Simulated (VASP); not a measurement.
# N (P6_3/mmc) in VASP: single point with PBE-based screened hybrid with 15 % exact exchange

Aim: the single point of N with PBE-based screened hybrid with 15 % exact exchange.

Everything below comes from runs of VASP 6.6.1. Logs are shortened: lines on timing, memory, paths and dates and some standing lists are left out, and cuts for length are marked.

### 1 The cell of the first run

Symmetry: P6_3/mmc, No. 194, hexagonal system. Conventional cell: a = 3.579 Å, b = 3.579 Å, c = 7.641 Å, α = 90.00°, β = 90.00°, γ = 120.00°. N (site symmetry 3m) has 1 N at 1.09 Å within 1.5 Å.

### 2 Single point, PBE-based screened hybrid with 15 % exact exchange

Contents of POSCAR:

```
N
1.0
    3.5792593765      0.0000000000      0.0000000000
   -1.7896296883      3.0997295467      0.0000000000
    0.0000000000      0.0000000000      7.6409886428
N
4
Direct
    0.3333333333      0.6666666667      0.3215760740
    0.3333333333      0.6666666667      0.1784239260
    0.6666666667      0.3333333333      0.8215760740
    0.6666666667      0.3333333333      0.6784239260
```

Contents of INCAR.step1:

```
ALGO = Normal
EDIFF = 1E-5
ENCUT = 520
GGA = PE
GGA_COMPAT = False
ISIF = 2
ISMEAR = 0
LASPH = True
LCHARG = False
LREAL = False
LWAVE = True
NBANDS = 18
NELM = 120
PREC = Accurate
SIGMA = 0.01
```

Contents of INCAR.step2:

```
AEXX = 0.15
ALGO = Normal
EDIFF = 1E-6
ENCUT = 520
GGA = PE
GGA_COMPAT = False
HFSCREEN = 0.2078
ISIF = 2
ISMEAR = 0
ISTART = 1
LASPH = True
LCHARG = False
LHFCALC = True
LREAL = False
LWAVE = False
NBANDS = 18
NELM = 120
PREC = Accurate
PRECFOCK = Normal
SIGMA = 0.01
```

Contents of KPOINTS:

```
k-points
0
Gamma
  6 6 2
```

Potentials or basis: VASP PAW PBE potentials, release 64 (N).

The run is started by

```bash
$ cat potpaw_PBE.64/N/POTCAR > POTCAR
$ cp INCAR.step1 INCAR
$ mpirun -np 1 vasp_std > vasp.out
$ cp INCAR.step2 INCAR
$ mpirun -np 1 vasp_std > vasp.out
```

OUTCAR:

```text
AEXX = 0.15
   EDIFF = 1E-6
   ENCUT = 520
   GGA = PE
   HFSCREEN = 0.2078
   ISIF = 2
   ISMEAR = 0
   ISTART = 1
   LASPH = True
   LHFCALC = True
   LREAL = False
   NELM = 120
   PREC = Accurate
   PRECFOCK = Normal

 ion  position               nearest neighbor table
   1  0.333  0.667  0.322-   2 1.09
   2  0.333  0.667  0.178-   1 1.09
   3  0.667  0.333  0.822-   4 1.09
   4  0.667  0.333  0.678-   3 1.09

  LATTYP: Found a hexagonal cell.
 ALAT       =     3.5792593765
 C/A-ratio  =     2.1347960120

  Lattice vectors:

 A1 = (   3.5792593765,   0.0000000000,   0.0000000000)
 A2 = (  -1.7896296883,   3.0997295467,   0.0000000000)
 A3 = (   0.0000000000,   0.0000000000,   7.6409886428)

Analysis of symmetry for initial positions (statically):
=====================================================================
 Subroutine PRICEL returns:
 Original cell was already a primitive cell.

 Routine SETGRP: Setting up the symmetry group for a
 hexagonal supercell.

 Subroutine GETGRP returns: Found 24 space group operations
 (whereof 12 operations were pure point group operations)
 out of a pool of 24 trial point group operations.

The static configuration has the point symmetry D_3d.
 The point group associated with its full space group is D_6h.

Analysis of symmetry for dynamics (positions and initial velocities):
=====================================================================
 Subroutine PRICEL returns:
 Original cell was already a primitive cell.

 Routine SETGRP: Setting up the symmetry group for a
 hexagonal supercell.

 Subroutine GETGRP returns: Found 24 space group operations
 (whereof 12 operations were pure point group operations)
 out of a pool of 24 trial point group operations.

The dynamic configuration has the point symmetry D_3d.
 The point group associated with its full space group is D_6h.

 Subroutine INISYM returns: Found 24 space group operations
 (whereof 12 operations are pure point group operations),
 and found     1 'primitive' translations

----------------------------------------------------------------------------------------

                                     Primitive cell

  volume of cell :      84.7748

  direct lattice vectors                    reciprocal lattice vectors
     3.579259377  0.000000000  0.000000000     0.279387408  0.161304395  0.000000000
    -1.789629688  3.099729547  0.000000000     0.000000000  0.322608791  0.000000000
     0.000000000  0.000000000  7.640988643     0.000000000  0.000000000  0.130873117

  length of vectors
     3.579259377  3.579259376  7.640988643     0.322608791  0.322608791  0.130873117

  position of ions in fractional coordinates (direct lattice)
     0.333333333  0.666666667  0.321576074
     0.333333333  0.666666667  0.178423926
     0.666666667  0.333333333  0.821576074
     0.666666667  0.333333333  0.678423926

  ion indices of the primitive-cell ions
   primitive index   ion index
                 1           1
                 2           2
                 3           3
                 4           4

----------------------------------------------------------------------------------------

 KPOINTS: k-points

Automatic generation of k-mesh.
 Grid dimensions read from file:
 generate k-points for:    6    6    2

 Generating k-lattice:

  Cartesian coordinates                     Fractional coordinates (reciprocal lattice)
     0.046564568  0.026884066  0.000000000     0.166666667  0.000000000  0.000000000
     0.000000000  0.053768132  0.000000000     0.000000000  0.166666667  0.000000000
     0.000000000  0.000000000  0.065436558     0.000000000  0.000000000  0.500000000

  Length of vectors
     0.053768132  0.053768132  0.065436558

  Shift w.r.t. Gamma in fractional coordinates (k-lattice)
     0.000000000  0.000000000  0.000000000

 Subroutine IBZKPT returns following result:
 ===========================================

 Found     14 irreducible k-points:

 Following reciprocal coordinates:
            Coordinates               Weight
  0.000000  0.000000  0.000000      1.000000
  0.166667  0.000000  0.000000      6.000000
  0.333333  0.000000  0.000000      6.000000
  0.500000  0.000000  0.000000      3.000000
  0.166667  0.166667  0.000000      6.000000
  0.333333  0.166667  0.000000     12.000000
  0.333333  0.333333  0.000000      2.000000
  0.000000  0.000000  0.500000      1.000000
  0.166667  0.000000  0.500000      6.000000
  0.333333  0.000000  0.500000      6.000000
  0.500000  0.000000  0.500000      3.000000
  0.166667  0.166667  0.500000      6.000000
  0.333333  0.166667  0.500000     12.000000
  0.333333  0.333333  0.500000      2.000000
   k-points           NKPTS =     14   k-points in BZ     NKDIM =     72   number of bands    NBANDS=     18
   number of dos      NEDOS =    301   number of ions     NIONS =      4
   total plane-waves  NPLWV =  47040
   dimension x,y,z NGX =    28 NGY =   28 NGZ =   60
   dimension x,y,z NGXF=    56 NGYF=   56 NGZF=  120
   ions per type =               4
   NGX,Y,Z   is equivalent  to a cutoff of  13.01, 13.01, 13.05 a.u.
   NGXF,Y,Z  is equivalent  to a cutoff of  26.01, 26.01, 26.11 a.u.
 SYSTEM =  unknown system
   PREC   = accura    normal or accurate (medium, high low for compatibility)
   ISTART =      1    job   : 0-new  1-cont  2-samecut
   ICHARG =      0    charge: 1-file 2-atom 10-const
   ISPIN  =      1    spin polarized calculation?
   LNONCOLLINEAR =      F non collinear calculations
   LSORBIT =      F    spin-orbit coupling
   LASPH  =      T    aspherical Exc in radial PAW
   ENCUT  =  520.0 eV  38.22 Ry    6.18 a.u.   6.66  6.66 14.21*2*pi/ulx,y,z
   NELM   =    120;   NELMIN=  2; NELMDL=  0     # of ELM steps
   EDIFF  = 0.1E-05   stopping-criterion for ELM
   LREAL  =      F    real-space projection
   EDIFFG = 0.1E-04   stopping-criterion for IOM
   NSW    =      0    number of steps for IOM
   IBRION =     -1    ionic relax: 0-MD 1-quasi-New 2-CG
   NFREE  =      0    steps in history (QN), initial steepest desc. (CG)
   ISIF   =      2    stress and relaxation
   ISYM   =      3    0-nonsym 1-usesym 2-fastsym
   POTIM  = 0.5000    time-step for ionic-motion
   TEBEG  =    0.0;   TEEND  =   0.0 temperature during run
   PSTRESS=    0.0 pullay stress
   NELECT =      20.0000    total number of electrons
   NUPDOWN=      -1.0000    fix difference up-down
   EMIN   =  10.00;   EMAX   =-10.00  energy-range for DOS
   EFERMI =   0.00;   METHOD = LEGACY
   ISMEAR =     0;   SIGMA  =   0.01  broadening in eV -4-tet -1-fermi 0-gaus
   EFERMI_NEDOS =   21; number of points for ismear=-14 and -15
   IALGO  =     38    algorithm
   IMIX   =      1    mixing-type and parameters
     AMIX     =   0.40;   BMIX     =  1.00
     AMIX_MAG =   1.60;   BMIX_MAG =  1.00
  volume/ion in A,a.u.               =      21.19       143.02
  Fermi-wavevector in a.u.,A,eV,Ry     =   1.011570  1.911590 13.922489  1.023274
  Thomas-Fermi vector in A             =   2.144628
   LORBIT       =      0    0 simple, 1 ext, 2 COOP (PROOUT), +10 PAW based schemes
   GGA     = PE    functional components
   LHFCALC =     T    Hartree Fock is set to
   PRECFOCK=normal    Normal, Fast or Accurate (Low or Medium for compatibility)
   ENCUT4O =  -1.0   cutoff for four orbital integrals eV
   NKREDX  =     1    reduce k-point grid by
   NKREDY  =     1    reduce k-point grid by
   NKREDZ  =     1    reduce k-point grid by
   AEXX    =    0.1500 exact exchange contribution
   HFSCREEN=    0.2078 screening length (either q_TF or 0.3 A-1)
   HFSCREENC=   0.2078 screening length for correlation (either q_TF or 0.3 A-1)
   ENCUTFOCK=  -1.0 apply spherical cutoff to Coloumb kernel
   IVDW    =     0    specifies the selected vdW correction
   LEPSILON=     F    determine dielectric tensor
   LRPA    =     F    only Hartree local field effects (RPA)
 non-spin polarized calculation
 Gauss-broadening in eV      SIGMA  =   0.01
  energy-cutoff  :      520.00
  volume of cell :       84.77
 maximum number of plane-waves:      2321
 NGX is ok and might be reduce to    28
  NGX = 20; NGY = 20; NGZ = 48

 number of electron      19.9999996 magnetization

 Free energy of the ion-electron system (eV)
  ---------------------------------------------------
  ext. energy  EPLUGINS =         0.00000000
  ---------------------------------------------------
  free energy    TOTEN  =       -37.77376877 eV

  energy without entropy =      -37.77376877  energy(sigma->0) =      -37.77376877

 E-fermi :  -7.0136     XC(G=0):  -6.0235

 val. band max:       -7.0690737608   @ k =   0.1667   0.1667   0.0000
 cond. band min:       1.3282381621   @ k =   0.5000   0.0000   0.0000
 fundamental gap:      8.3973119229
 Fermi energy:        -7.0136448168

 k-point     1 :       0.0000    0.0000    0.0000
  band No.  band energies     occupation
      1     -26.5665      2.00000
      2     -26.5464      2.00000
      3     -11.3479      2.00000
      4     -10.5631      2.00000
      5      -8.3651      2.00000
      6      -8.3651      2.00000
[... 10 lines left out ...]
     17       6.6805      0.00000
     18      10.4052      0.00000

 k-point     2 :       0.1667    0.0000    0.0000
  band No.  band energies     occupation
      1     -26.5471      2.00000
      2     -26.5296      2.00000
      3     -11.2446      2.00000
      4     -10.5491      2.00000
      5      -8.7187      2.00000
      6      -8.5854      2.00000
[... 10 lines left out ...]
     17       7.3928      0.00000
     18      10.7600      0.00000

 k-point     3 :       0.3333    0.0000    0.0000
  band No.  band energies     occupation
      1     -26.5075      2.00000
      2     -26.4964      2.00000
      3     -11.0025      2.00000
      4     -10.5497      2.00000
      5      -9.0831      2.00000
      6      -8.9669      2.00000
[... 202 lines left out ...]
 k-point    13 :       0.3333    0.1667    0.5000
  band No.  band energies     occupation
      1     -26.4838      2.00000
      2     -26.4838      2.00000
      3     -10.7310      2.00000
      4     -10.7310      2.00000
      5      -9.0557      2.00000
      6      -9.0557      2.00000
[... 10 lines left out ...]
     17       8.5532      0.00000
     18       8.5532      0.00000

 k-point    14 :       0.3333    0.3333    0.5000
  band No.  band energies     occupation
      1     -26.4746      2.00000
      2     -26.4746      2.00000
      3     -10.6927      2.00000
      4     -10.6927      2.00000
      5      -8.9149      2.00000
      6      -8.9149      2.00000
[... 10 lines left out ...]
     17       8.1171      0.00000
     18       8.1171      0.00000

------------------------ aborting loop because EDIFF is reached ----------------------------------------

  FORCE on cell =-STRESS in cart. coord.  units (eV):
  Direction    XX          YY          ZZ          XY          YZ          ZX
  --------------------------------------------------------------------------------------
  -------------------------------------------------------------------------------------
  Total        0.3687675      0.3687675      4.8046311     -0.0000000      0.0000000      0.0000000
  in kB        6.9694209      6.9694209     90.8038156     -0.0000000      0.0000000      0.0000000
  external PRESSURE =      34.9142191 kB  Pullay stress =       0.0000000 kB

 VOLUME and BASIS-vectors are now :
 -----------------------------------------------------------------------------
  energy-cutoff  :      520.00
  volume of cell :       84.77
      direct lattice vectors                 reciprocal lattice vectors
     3.579259377  0.000000000  0.000000000     0.279387408  0.161304395  0.000000000
    -1.789629688  3.099729547  0.000000000     0.000000000  0.322608791  0.000000000
     0.000000000  0.000000000  7.640988643     0.000000000  0.000000000  0.130873117

 POSITION                                       TOTAL-FORCE (eV/Angst)
 -----------------------------------------------------------------------------------
     -0.00000      2.06649      2.45716         0.000000      0.000000      2.140877
     -0.00000      2.06649      1.36334         0.000000      0.000000     -2.140877
      1.78963      1.03324      6.27765        -0.000000     -0.000000      2.140877
      1.78963      1.03324      5.18383         0.000000     -0.000000     -2.140877
 -----------------------------------------------------------------------------------
    total drift:                                0.000000     -0.000000     -0.000000

  FREE ENERGIE OF THE ION-ELECTRON SYSTEM (eV)
  ---------------------------------------------------
  free  energy   TOTEN  =       -37.7737687739 eV

  energy  without entropy=      -37.7737687739  energy(sigma->0) =      -37.77376877
```

Run time: 17 min. Hardware: 1 thread of Intel Xeon Platinum 8259CL at 2.50GHz (Skylake/Cascade Lake), shared host; peak memory 0.31 GiB.

Results:

* Free energy: -37.7738 eV
* Pressure: 3.5 GPa
* Largest force: 2.141 eV/Å
* Band gap on the k mesh: 8.40 eV (least direct gap 8.45 eV)

Forces on the atoms (eV/Å):
```
N    0.000  0.000  2.141
N    0.000  0.000 -2.141
N    0.000  0.000  2.141
N    0.000  0.000 -2.141
```

Caveat: the standard files for N, O and F lose accuracy on very short bonds; the stress differs along the axes, from 1 to 9 GPa; this functional lacks dispersion, which holds the molecules together, so the pressure and a relaxed volume are unreliable; the PAW data sets were made with another functional, which shifts forces and pressure a little. A k mesh can miss the band edges.
